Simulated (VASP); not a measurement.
Si27PbC26 (a cell with a defect): single point with PBE

Si27PbC26 (a cell with a defect):

```xyz
54
Lattice="0.0000 6.5370 6.5370 6.5370 0.0000 6.5370 6.5370 6.5370 0.0000" Properties=species:S:1:pos:R:3 pbc="T T T"
Si   -0.2618   -0.2618   -0.2618
Si    2.4408    2.4408   -0.2618
Si    4.3580    4.3580   -0.0045
Si    2.4408   -0.2618    2.4408
Si    4.3580    2.1844    2.1844
Si    6.5316    4.3580    2.1844
Si    4.3580   -0.0045    4.3580
Si    6.5316    2.1844    4.3580
Si    8.7205    4.3580    4.3580
Si   -0.2618    2.4408    2.4408
Si    2.1844    4.3580    2.1844
Si    4.3580    6.5316    2.1844
Si    2.1844    2.1844    4.3580
Si    4.3580    4.3580    4.3580
Si    6.5316    6.5316    4.3580
Si    4.3580    2.1844    6.5316
Si    6.5316    4.3580    6.5316
Si    8.7155    6.5375    6.5375
Si   -0.0045    4.3580    4.3580
Si    2.1844    6.5316    4.3580
Si    4.3580    8.7205    4.3580
Si    2.1844    4.3580    6.5316
Si    4.3580    6.5316    6.5316
Si    6.5375    8.7155    6.5375
Si    4.3580    4.3580    8.7205
Si    6.5375    6.5375    8.7155
Si    8.7155    8.7155    8.7155
Pb    1.0895    1.0895    1.0895
C     3.3211    3.3211    1.1111
C     5.3949    5.3949    1.1111
C     3.3211    1.1111    3.3211
C     5.4493    3.2667    3.2667
C     7.6049    5.3949    3.3211
C     5.3949    1.1111    5.3949
C     7.6049    3.3211    5.3949
C     9.7984    5.4546    5.4546
C     1.1111    3.3211    3.3211
C     3.2667    5.4493    3.2667
C     5.3949    7.6049    3.3211
C     3.2667    3.2667    5.4493
C     5.4493    5.4493    5.4493
C     7.6265    7.6265    5.4441
C     5.3949    3.3211    7.6049
C     7.6265    5.4441    7.6265
C     9.8089    7.6265    7.6265
C     1.1111    5.3949    5.3949
C     3.3211    7.6049    5.3949
C     5.4546    9.7984    5.4546
C     3.3211    5.3949    7.6049
C     5.4441    7.6265    7.6265
C     7.6265    9.8089    7.6265
C     5.4546    5.4546    9.7984
C     7.6265    7.6265    9.8089
C     9.7984    9.7984    9.7984
```

| Item | Value |
| --- | --- |
| Program | VASP 6.6.1 |
| Task | single point |
| Functional | PBE |
| Potentials or basis | VASP PAW PBE potentials, release 64 (Si, Pb_d, C) |
| Cutoff | 520 eV |
| k mesh | 3 × 3 × 3 |
| Occupations | fermi-dirac, width 0.01 eV |
| Spin | no spin polarisation |
| Dipole correction | no |
| Charge | -2 |
| Further INCAR settings | LREAL = Auto; ALGO = Normal; EDIFF = 1e-06; NBANDS = 146; NELECT = 228.0 |

The largest force is 0.019 eV/Å.

Forces in eV/Å, atoms in the order of the input:
```
Si   0.011  0.011  0.011
Si  -0.011 -0.011  0.011
Si   0.000  0.000  0.005
Si  -0.011  0.011 -0.011
Si  -0.001 -0.002 -0.002
Si   0.002  0.001 -0.002
Si   0.000  0.005  0.000
Si   0.002 -0.002  0.001
Si  -0.005  0.000  0.000
Si   0.011 -0.011 -0.011
Si  -0.002 -0.001 -0.002
Si   0.001  0.002 -0.002
Si  -0.002 -0.002 -0.001
Si   0.000  0.000  0.000
Si   0.002  0.002 -0.001
Si   0.001 -0.002  0.002
Si   0.002 -0.001  0.002
Si  -0.001  0.001  0.001
Si   0.005  0.000  0.000
Si  -0.002  0.002  0.001
Si   0.000 -0.005  0.000
Si  -0.002  0.001  0.002
Si  -0.001  0.002  0.002
Si   0.001 -0.001  0.001
Si   0.000  0.000 -0.005
Si   0.001  0.001 -0.001
Si  -0.001 -0.001 -0.001
Pb   0.000  0.000  0.000
C   -0.001 -0.001  0.003
C    0.001  0.001  0.003
C   -0.001  0.003 -0.001
C   -0.003  0.003  0.003
C   -0.003  0.001 -0.001
C    0.001  0.003  0.001
C   -0.003 -0.001  0.001
C    0.006 -0.006 -0.006
C    0.003 -0.001 -0.001
C    0.003 -0.003  0.003
C    0.001 -0.003 -0.001
C    0.003  0.003 -0.003
C   -0.003 -0.003 -0.003
C    0.000  0.000 -0.002
C    0.001 -0.001 -0.003
C    0.000 -0.002  0.000
C    0.002  0.000  0.000
C    0.003  0.001  0.001
C   -0.001 -0.003  0.001
C   -0.006  0.006 -0.006
C   -0.001  0.001 -0.003
C   -0.002  0.000  0.000
C    0.000  0.002  0.000
C   -0.006 -0.006  0.006
C    0.000  0.000  0.002
C    0.006  0.006  0.006
```

Levels at points of the mesh, in eV from the Fermi level:
```tsv
k point	band 111	band 112	band 113	band 114	band 115	band 116	band 117	band 118
(0.00, 0.00, 0.00)	-0.61	-0.61	-0.61	-0.05	0.06	0.06	0.06	0.59
```

Wall time 22 min on 1 thread of AMD EPYC 7R43 64-Core Processor (Zen 3), on a shared host, peak memory 0.75 GiB.

Caveat: the cell carries a net charge on a neutralising background, which shifts energy and pressure; the cell is charged against a uniform background, so pressure and absolute levels hang on convention; spin-orbit coupling is left out, which moves the levels of the heavy elements.
